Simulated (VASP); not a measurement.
# P (P4mm) in VASP: notebook

The runs below take P through single point, with PBE+D3(BJ).

All numbers are computed with VASP 6.6.1; they aren't measurements. Logs are shortened: lines on timing, memory, paths and dates and some standing lists are left out, and cuts for length are marked.

## Step 1: The cell of the first run

Symmetry: P4mm, No. 99, tetragonal system. The conventional cell has a = 4.815 Å, b = 4.815 Å, c = 4.815 Å, α = 90.00°, β = 90.00°, γ = 90.00°. P (site symmetry 4mm) has 6 P at 2.33 to 2.48 Å within 3.1 Å. P (site symmetry 4mm) has 6 P at 2.33 to 2.48 Å within 3.1 Å. P (site symmetry 2mm) has 6 P at 2.41 Å within 3.2 Å. Within 3.2 Å of P (site symmetry 2mm) lie 6 P at 2.41 Å. P (site symmetry 4mm) has 6 P at 2.41 Å within 3.2 Å. P (site symmetry 4mm) has 6 P at 2.41 Å within 3.2 Å.

## Step 2: Single point, PBE+D3(BJ) (atom 1 (P) moved +0.075 Å towards its neighbour atom 2 (P) at 2.407 Å)

The input, INCAR:

```
PREC = Accurate
ENCUT = 520
EDIFF = 1E-7
ISMEAR = 0
SIGMA = 0.15
LREAL = False
LASPH = True
NELM = 100
ALGO = Normal
ISIF = 2
LWAVE = False
LCHARG = False
GGA = PE
IVDW = 12
NBANDS = 30
```

The input, KPOINTS:

```
regular mesh
0
Gamma
  12 12 12
```

The input, POSCAR:

```
P
1.0
    0.0000000000     -4.8145205296      0.0000000000
   -4.8145205296      0.0000000000      0.0000000000
    0.0000000000      0.0000000000     -4.8147372170
P
8
Direct
    0.5000000000      0.5000000000      0.4844228259
    0.5000000000      0.5000000000      0.0000000000
    0.0000000000      0.5000000000      0.5000000000
    0.0000000000      0.5000000000      0.0000000000
    0.5000000000      0.0000000000      0.5000000000
    0.5000000000      0.0000000000      0.0000000000
    0.0000000000      0.0000000000      0.5000000000
    0.0000000000      0.0000000000      0.0000000000
```

Potentials or basis: VASP PAW PBE potentials, release 64 (P).

Started as:

```sh
$ cat potpaw_PBE.64/P/POTCAR > POTCAR
$ mpirun -np 1 vasp_std > vasp.out
```

OUTCAR:

```text
PREC = Accurate
   ENCUT = 520
   EDIFF = 1E-7
   ISMEAR = 0
   LREAL = False
   LASPH = True
   NELM = 100
   ISIF = 2
   GGA = PE
   IVDW = 12
 IVDW          = 12

 ion  position               nearest neighbor table
   1  0.500  0.500  0.484-   2 2.33   3 2.41   5 2.41   5 2.41   3 2.41   2 2.48
   2  0.500  0.500  0.000-   1 2.33   4 2.41   6 2.41   6 2.41   4 2.41   1 2.48
   3  0.000  0.500  0.500-   7 2.41   7 2.41   4 2.41   4 2.41   1 2.41   1 2.41
   4  0.000  0.500  0.000-   2 2.41   8 2.41   8 2.41   2 2.41   3 2.41   3 2.41
   5  0.500  0.000  0.500-   7 2.41   7 2.41   6 2.41   6 2.41   1 2.41   1 2.41
   6  0.500  0.000  0.000-   2 2.41   8 2.41   2 2.41   8 2.41   5 2.41   5 2.41
   7  0.000  0.000  0.500-   3 2.41   5 2.41   3 2.41   5 2.41   8 2.41   8 2.41
   8  0.000  0.000  0.000-   4 2.41   6 2.41   4 2.41   6 2.41   7 2.41   7 2.41

  LATTYP: Found a simple tetragonal cell.
 ALAT       =     4.8145205296
 C/A-ratio  =     1.0000450071

  Lattice vectors:

 A1 = (   0.0000000000,  -4.8145205296,   0.0000000000)
 A2 = (  -4.8145205296,   0.0000000000,   0.0000000000)
 A3 = (   0.0000000000,   0.0000000000,  -4.8147372170)

Analysis of symmetry for initial positions (statically):
=====================================================================
 Subroutine PRICEL returns:
 Original cell was already a primitive cell.

 Routine SETGRP: Setting up the symmetry group for a
 simple tetragonal supercell.

 Subroutine GETGRP returns: Found  8 space group operations
 (whereof  8 operations were pure point group operations)
 out of a pool of 16 trial point group operations.

The static configuration has the point symmetry C_4v.

Analysis of symmetry for dynamics (positions and initial velocities):
=====================================================================
 Subroutine PRICEL returns:
 Original cell was already a primitive cell.

 Routine SETGRP: Setting up the symmetry group for a
 simple tetragonal supercell.

 Subroutine GETGRP returns: Found  8 space group operations
 (whereof  8 operations were pure point group operations)
 out of a pool of 16 trial point group operations.

The dynamic configuration has the point symmetry C_4v.

 Subroutine INISYM returns: Found  8 space group operations
 (whereof  8 operations are pure point group operations),
 and found     1 'primitive' translations

----------------------------------------------------------------------------------------

                                     Primitive cell

  volume of cell :     111.6037

  direct lattice vectors                    reciprocal lattice vectors
     0.000000000 -4.814520530  0.000000000     0.000000000 -0.207705003  0.000000000
    -4.814520530  0.000000000  0.000000000    -0.207705003  0.000000000  0.000000000
     0.000000000  0.000000000 -4.814737217     0.000000000  0.000000000 -0.207695655

  length of vectors
     4.814520530  4.814520530  4.814737217     0.207705003  0.207705003  0.207695655

  position of ions in fractional coordinates (direct lattice)
     0.500000000  0.500000000  0.484422826
     0.500000000  0.500000000  0.000000000
     0.000000000  0.500000000  0.500000000
     0.000000000  0.500000000  0.000000000
     0.500000000  0.000000000  0.500000000
     0.500000000  0.000000000  0.000000000
     0.000000000  0.000000000  0.500000000
     0.000000000  0.000000000  0.000000000

  ion indices of the primitive-cell ions
   primitive index   ion index
                 1           1
                 2           2
                 3           3
                 4           4
                 5           5
                 6           6
                 7           7
                 8           8

----------------------------------------------------------------------------------------

 KPOINTS: regular mesh

Automatic generation of k-mesh.
 Grid dimensions read from file:
 generate k-points for:   12   12   12

 Generating k-lattice:

  Cartesian coordinates                     Fractional coordinates (reciprocal lattice)
     0.000000000 -0.017308750  0.000000000     0.083333333  0.000000000  0.000000000
    -0.017308750  0.000000000  0.000000000     0.000000000  0.083333333  0.000000000
     0.000000000  0.000000000 -0.017307971     0.000000000  0.000000000  0.083333333

  Length of vectors
     0.017308750  0.017308750  0.017307971

  Shift w.r.t. Gamma in fractional coordinates (k-lattice)
     0.000000000  0.000000000  0.000000000

 Subroutine IBZKPT returns following result:
 ===========================================

 Found    196 irreducible k-points:

 Following reciprocal coordinates:
            Coordinates               Weight
  0.000000  0.000000  0.000000      1.000000
  0.083333  0.000000  0.000000      4.000000
  0.166667  0.000000  0.000000      4.000000
  0.250000  0.000000  0.000000      4.000000
  0.333333  0.000000  0.000000      4.000000
  0.416667  0.000000  0.000000      4.000000
[... 16 lines left out ...]
  0.333333  0.333333  0.000000      4.000000
  0.416667  0.333333  0.000000      8.000000
 [... further k-points ...]
   k-points           NKPTS =    196   k-points in BZ     NKDIM =    196   number of bands    NBANDS=     30
   number of dos      NEDOS =    301   number of ions     NIONS =      8
   total plane-waves  NPLWV =  46656
   dimension x,y,z NGX =    36 NGY =   36 NGZ =   36
   dimension x,y,z NGXF=    72 NGYF=   72 NGZF=   72
   ions per type =               8
   NGX,Y,Z   is equivalent  to a cutoff of  12.43, 12.43, 12.43 a.u.
   NGXF,Y,Z  is equivalent  to a cutoff of  24.86, 24.86, 24.86 a.u.
 SYSTEM =  unknown system
   PREC   = accura    normal or accurate (medium, high low for compatibility)
   ISTART =      0    job   : 0-new  1-cont  2-samecut
   ICHARG =      2    charge: 1-file 2-atom 10-const
   ISPIN  =      1    spin polarized calculation?
   LNONCOLLINEAR =      F non collinear calculations
   LSORBIT =      F    spin-orbit coupling
   LASPH  =      T    aspherical Exc in radial PAW
   ENCUT  =  520.0 eV  38.22 Ry    6.18 a.u.   8.95  8.95  8.95*2*pi/ulx,y,z
   NELM   =    100;   NELMIN=  2; NELMDL= -5     # of ELM steps
   EDIFF  = 0.1E-06   stopping-criterion for ELM
   LREAL  =      F    real-space projection
   EDIFFG = 0.1E-05   stopping-criterion for IOM
   NSW    =      0    number of steps for IOM
   IBRION =     -1    ionic relax: 0-MD 1-quasi-New 2-CG
   NFREE  =      0    steps in history (QN), initial steepest desc. (CG)
   ISIF   =      2    stress and relaxation
   ISYM   =      2    0-nonsym 1-usesym 2-fastsym
   POTIM  = 0.5000    time-step for ionic-motion
   TEBEG  =    0.0;   TEEND  =   0.0 temperature during run
   PSTRESS=    0.0 pullay stress
   NELECT =      40.0000    total number of electrons
   NUPDOWN=      -1.0000    fix difference up-down
   EMIN   =  10.00;   EMAX   =-10.00  energy-range for DOS
   EFERMI =   0.00;   METHOD = LEGACY
   ISMEAR =     0;   SIGMA  =   0.15  broadening in eV -4-tet -1-fermi 0-gaus
   EFERMI_NEDOS =   21; number of points for ismear=-14 and -15
   IALGO  =     38    algorithm
   IMIX   =      4    mixing-type and parameters
     AMIX     =   0.40;   BMIX     =  1.00
     AMIX_MAG =   1.60;   BMIX_MAG =  1.00
  volume/ion in A,a.u.               =      13.95        94.14
  Fermi-wavevector in a.u.,A,eV,Ry     =   1.162881  2.197526 18.399052  1.352292
  Thomas-Fermi vector in A             =   2.299437
   LORBIT       =      0    0 simple, 1 ext, 2 COOP (PROOUT), +10 PAW based schemes
   GGA     = PE    functional components
   LHFCALC =     F    Hartree Fock is set to
   AEXX    =    0.0000 exact exchange contribution
   IVDW    =    12    specifies the selected vdW correction
   LEPSILON=     F    determine dielectric tensor
   LRPA    =     F    only Hartree local field effects (RPA)
 non-spin polarized calculation
 Gauss-broadening in eV      SIGMA  =   0.15
  energy-cutoff  :      520.00
  volume of cell :      111.60
 maximum number of plane-waves:      3032
 NGX is ok and might be reduce to    36
   NGX = 17   NGY = 17   NGZ = 17

 number of electron      39.9999981 magnetization

 Free energy of the ion-electron system (eV)
  ---------------------------------------------------
  ext. energy  EPLUGINS =         0.00000000
  ---------------------------------------------------
  free energy    TOTEN  =       -42.07759137 eV

  energy without entropy =      -42.04564187  energy(sigma->0) =      -42.06161662

 E-fermi :  10.2684     XC(G=0): -11.4681

 val. band max:       10.2663096097   @ k =   0.4167   0.4167   0.2500
 cond. band min:      10.2687593145   @ k =   0.4167   0.4167   0.4167
 fundamental gap:      0.0024497048
 Fermi energy:        10.2684004489

 k-point     1 :       0.0000    0.0000    0.0000
  band No.  band energies     occupation
      1      -6.6851      2.00000
      2      -2.1567      2.00000
      3      -2.1352      2.00000
      4      -2.1322      2.00000
      5       1.2170      2.00000
      6       1.2214      2.00000
[... 22 lines left out ...]
     29      15.5422      0.00000
     30      17.0062      0.00000

 k-point     2 :       0.0833    0.0000    0.0000
  band No.  band energies     occupation
      1      -6.6441      2.00000
      2      -2.3785      2.00000
      3      -2.1047      2.00000
      4      -2.0910      2.00000
      5       1.2479      2.00000
      6       1.2586      2.00000
[... 22 lines left out ...]
     29      15.5709      0.00000
     30      17.0391      0.00000

 k-point     3 :       0.1667    0.0000    0.0000
  band No.  band energies     occupation
      1      -6.5211      2.00000
      2      -2.9110      2.00000
      3      -1.9816      2.00000
      4      -1.9675      2.00000
      5       1.3438      2.00000
      6       1.3700      2.00000
[... 22 lines left out ...]
     29      15.6625      0.00000
     30      16.2937      0.00000

 k-point     4 :       0.2500    0.0000    0.0000
  band No.  band energies     occupation
      1      -6.3169      2.00000
      2      -3.5338      2.00000
      3      -1.7764      2.00000
      4      -1.7621      2.00000
      5       1.0693      2.00000
      6       1.1035      2.00000
[... 22 lines left out ...]
     29      15.8199      0.00000
     30      16.2955      0.00000

 k-point     5 :       0.3333    0.0000    0.0000
  band No.  band energies     occupation
      1      -6.0324      2.00000
      2      -4.1502      2.00000
      3      -1.4902      2.00000
      4      -1.4756      2.00000
      5       0.4288      2.00000
      6       0.4489      2.00000
[... 22 lines left out ...]
     29      16.0410      0.00000
     30      17.3027      0.00000
[... 526 lines left out ...]
     29      15.5705      0.00000
     30      16.4989      0.00000

 k-point    22 :       0.5000    0.2500    0.0000
  band No.  band energies     occupation
      1      -4.8710      2.00000
      2      -4.8573      2.00000
      3      -2.0946      2.00000
      4      -2.0763      2.00000
      5      -0.2980      2.00000
      6      -0.2975      2.00000
[... 22 lines left out ...]
     29      16.5540      0.00000
     30      16.5554      0.00000

 k-point    23 :       0.3333    0.3333    0.0000
  band No.  band energies     occupation
      1      -5.3808      2.00000
      2      -3.5070      2.00000
      3      -3.4949      2.00000
      4      -1.6228      2.00000
      5      -0.8222      2.00000
      6       1.0947      2.00000
[... 22 lines left out ...]
     29      15.8830      0.00000
     30      16.1556      0.00000

 k-point    24 :       0.4167    0.3333    0.0000
  band No.  band energies     occupation
      1      -5.0186      2.00000
      2      -4.0720      2.00000
      3      -3.1396      2.00000
      4      -2.1944      2.00000
      5      -0.4570      2.00000
      6       0.5048      2.00000
[... 22 lines left out ...]
     29      15.4789      0.00000
     30      15.6496      0.00000

 [... further k-points ...]

------------------------ aborting loop because EDIFF is reached ----------------------------------------

 Edisp (eV)   -4.05199

 E8    (eV) :    -1.5308

  FORCE on cell =-STRESS in cart. coord.  units (eV):
  Direction    XX          YY          ZZ          XY          YZ          ZX
  --------------------------------------------------------------------------------------
  -------------------------------------------------------------------------------------
  Total      -0.20491    -0.20491    -0.08625     0.00000     0.00000     0.00000
  in kB      -2.94172    -2.94172    -1.23815     0.00000     0.00000     0.00000
  external pressure =       -2.37 kB  Pullay stress =        0.00 kB

 VOLUME and BASIS-vectors are now :
 -----------------------------------------------------------------------------
  energy-cutoff  :      520.00
  volume of cell :      111.60
      direct lattice vectors                 reciprocal lattice vectors
     0.000000000 -4.814520530  0.000000000     0.000000000 -0.207705003  0.000000000
    -4.814520530  0.000000000  0.000000000    -0.207705003  0.000000000  0.000000000
     0.000000000  0.000000000 -4.814737217     0.000000000  0.000000000 -0.207695655

 POSITION                                       TOTAL-FORCE (eV/Angst)
 -----------------------------------------------------------------------------------
     -2.40726     -2.40726     -2.33237        -0.000000     -0.000000     -0.273056
     -2.40726     -2.40726      0.00000         0.000000     -0.000000      0.000789
     -2.40726      0.00000     -2.40737        -0.000000     -0.000000     -0.017020
     -2.40726      0.00000      0.00000        -0.000000     -0.000000      0.154132
      0.00000     -2.40726     -2.40737        -0.000000     -0.000000     -0.017020
      0.00000     -2.40726      0.00000        -0.000000     -0.000000      0.154132
      0.00000      0.00000     -2.40737        -0.000000      0.000000      0.143104
      0.00000      0.00000      0.00000        -0.000000      0.000000     -0.145061
 -----------------------------------------------------------------------------------
    total drift:                                0.000000      0.000000      0.000069

  FREE ENERGIE OF THE ION-ELECTRON SYSTEM (eV)
  ---------------------------------------------------
  free  energy   TOTEN  =       -46.1295818066 eV

  energy  without entropy=      -46.0976323050  energy(sigma->0) =      -46.11360706
```

Run time: 9.4 min. Hardware: 1 thread of Intel Xeon 8259CL, shared host; peak memory 0.48 GiB.

Results:

```yaml
Free_energy: -46.1296 eV
Pressure: -0.2 GPa
Largest_force: 0.273 eV/Å
Band_gap_on_the_k_mesh: zero (bands 20 and 21 overlap by 2.59 eV)
Dispersion_energy_per_atom: -0.506 eV
```

Forces in eV/Å, atoms in the order of the input:
```
P    0.000  0.000 -0.273
P    0.000  0.000  0.001
P    0.000  0.000 -0.017
P    0.000  0.000  0.154
P    0.000  0.000 -0.017
P    0.000  0.000  0.154
P    0.000  0.000  0.143
P    0.000  0.000 -0.145
```

Levels at points of the mesh, in eV from the Fermi level:
```
           k point  band 18  band 19  band 20  band 21  band 22  band 23
(0.00, 0.00, 0.00)    -2.23    -2.23    -1.16     0.72     0.72     0.72
(0.50, 0.00, 0.00)    -3.21     0.51     0.52     0.53     0.53     2.08
(0.50, 0.50, 0.00)    -1.10    -1.09    -1.09     0.54     0.54     0.54
(0.00, 0.00, 0.50)    -3.14     0.32     0.51     0.53     0.73     2.05
(0.50, 0.00, 0.50)    -1.15    -1.05    -1.01     0.37     0.53     0.54
(0.50, 0.50, 0.50)    -1.42    -1.42    -1.42    -1.38    -1.32    -1.32
```

Caveat: the cell differs from its parent crystal (atom 1 (P) moved +0.075 Å towards its neighbour atom 2 (P) at 2.407 Å).

## Step 3: Single point, PBE+D3(BJ) (atom 1 (P) moved +0.025 Å towards its neighbour atom 2 (P) at 2.407 Å)

The input, INCAR:

```
  ALGO = Normal
  EDIFF = 1E-6
  ENCUT = 520
  GGA = PE
  ISIF = 2
  ISMEAR = 0
  IVDW = 12
  LASPH = True
  LCHARG = False
  LREAL = False
  LWAVE = False
  NBANDS = 30
  NELM = 100
  PREC = Accurate
  SIGMA = 0.15
```

The input, KPOINTS:

```
k-points
0
Gamma
  12 12 12
```

POSCAR: that of step 2 with these lines changed.

```diff
@@ -8,3 +8,3 @@
 Direct
-    0.5000000000      0.5000000000      0.4844228259
+    0.5000000000      0.5000000000      0.4948076086
     0.5000000000      0.5000000000      0.0000000000
```

Potentials or basis: VASP PAW PBE potentials, release 64 (P).

Started as:

```sh
$ cat potpaw_PBE.64/P/POTCAR > POTCAR
$ mpirun -np 1 vasp_std > vasp.out
```

Run time: 7.9 min. Hardware: 1 thread of Intel Xeon 8259CL, shared host; peak memory 0.48 GiB.

Results (log left out):

```
Free energy                : -46.1386 eV
Pressure                   : -0.3 GPa
Largest force              : 0.089 eV/Å
Band gap on the k mesh     : zero (bands 20 and 21 overlap by 2.63 eV)
Dispersion energy per atom : -0.507 eV
```

Forces on the atoms (eV/Å):
```
P    0.000  0.000 -0.089
P    0.000  0.000 -0.001
P    0.000  0.000 -0.006
P    0.000  0.000  0.052
P    0.000  0.000 -0.006
P    0.000  0.000  0.052
P    0.000  0.000  0.048
P    0.000  0.000 -0.049
```

Levels at points of the mesh, in eV from the Fermi level:
```
           k point  band 17  band 18  band 19  band 20  band 21  band 22  band 23  band 24
(0.00, 0.00, 0.00)    -2.23    -2.23    -2.23    -1.15     0.73     0.73     0.73     4.54
(0.50, 0.00, 0.00)    -3.21    -3.21     0.53     0.53     0.53     0.53     2.11     2.11
(0.50, 0.50, 0.00)    -1.09    -1.09    -1.09    -1.09     0.54     0.54     0.54     0.54
(0.00, 0.00, 0.50)    -3.24    -3.18     0.46     0.52     0.53     0.60     2.09     2.13
(0.50, 0.00, 0.50)    -1.12    -1.11    -1.07    -1.06     0.48     0.54     0.54     0.60
(0.50, 0.50, 0.50)    -1.42    -1.42    -1.41    -1.41    -1.40    -1.38    -1.38    -1.29
```

Caveat: the cell differs from its parent crystal (atom 1 (P) moved +0.025 Å towards its neighbour atom 2 (P) at 2.407 Å).
